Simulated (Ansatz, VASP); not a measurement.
## One calculation of P, two programs

```
CELL_PARAMETERS angstrom
0.00000 1.81700 2.52790
1.63170 0.00000 2.52790
1.63170 1.81700 0.00000
ATOMIC_POSITIONS crystal
P 0.00000 0.00000 0.00000
```

Alike in both runs: functional PBE; k mesh 8 × 8 × 8; occupations gaussian, width 0.1 eV; no spin polarisation.

Ansatz relaxed the structure, and its values are those at the end. VASP's run is a single point on that final structure, the one shown.

```csv
,VASP,Ansatz
version,VASP 6.6.1,Ansatz 0.2.0
potentials or method,"VASP PAW PBE potentials, release 64 (P), cutoff 500 eV","scalar-relativistic, plane waves, PAW"
valence electrons in the cell,5,5
```

|  | VASP | Ansatz | Ansatz less VASP |
| --- | --- | --- | --- |
| gap on the k mesh at the Fermi level (eV) | none | none | - |
| pressure (GPa) | -0.2 | 0.0 | +0.20 |

A gap of «none» marks a metal or a gap that the smearing closes.
